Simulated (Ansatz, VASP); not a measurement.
# AgCl in VASP and in Ansatz

INCAR

```
PREC = Accurate ; ENCUT = 520
EDIFF = 1E-8 ; ISMEAR = -1
SIGMA = 0.02 ; LREAL = False
LASPH = True ; NELM = 60
ALGO = Normal ; ISIF = 2
LWAVE = False ; LCHARG = False
GGA = CA ; LEFG = True
NBANDS = 16
```

The input KPOINTS:

```
regular mesh
0
Gamma
  8 8 8
```

The input POSCAR:

```
AgCl
1.0
    0.0000000000      2.7454185000      2.7731500000
    2.7454185000      0.0000000000      2.7731500000
    2.7454185000      2.7454185000      0.0000000000
Ag Cl
1 1
Direct
    0.5000000000      0.5000000000      0.5000000000
    0.0000000000      0.0000000000      0.0000000000
```

Input for Ansatz:

```yaml
crystal:
  lattice:
    - [0.0, 2.7454185, 2.77315]
    - [2.7454185, 0.0, 2.77315]
    - [2.7454185, 2.7454185, 0.0]
  atoms:
    - { symbol: Ag, position: [0.5, 0.5, 0.5] }
    - { symbol: Cl, position: [0.0, 0.0, 0.0] }
kpoints:
  mp_grid: { grid: [8, 8, 8] }
scf:
  occupations: { method: fermi_dirac, width: 0.02 }
hamiltonian:
  xc: lda
  pseudopotentials: { kind: all_electron, datasets: crystal }
output:
  forces: true
  stress: true
  eigenvalues: true
  efg: { contact_densities: true }
```

Change from the starting cell: equal xx and yy strain of -1 %, crystal datasets.

Alike in both runs: task electric field gradients; functional LDA; k mesh 8 × 8 × 8; occupations fermi-dirac, width 0.02 eV; no spin polarisation.

|  | VASP | Ansatz |
| --- | --- | --- |
| version | VASP 6.6.1 | Ansatz 0.2.0 |
| potentials or method | VASP PAW LDA potentials, release 64 (Ag, Cl), cutoff 520 eV | all-electron PAW with datasets made for the crystal, scalar-relativistic |

Ansatz gave:

| Item | Value |
| --- | --- |
| pressure (GPa) | -4.7 |
| traceless stress, the component that is largest in VASP (GPa) | -0.07 |
| size of Vzz on the site where it differs most (V/Å²) | 4.7 |

Q: What did VASP give for the same quantities?

A: Pressure (GPa): -4.8; traceless stress, the component that is largest in VASP (GPa): -0.08; size of Vzz on the site where it differs most (V/Å²): 6.1.

LDA's correlation is that of Perdew and Zunger in VASP and of Perdew and Wang (1992) in Ansatz. Ansatz ran all-electron here, and VASP with PAW potentials.
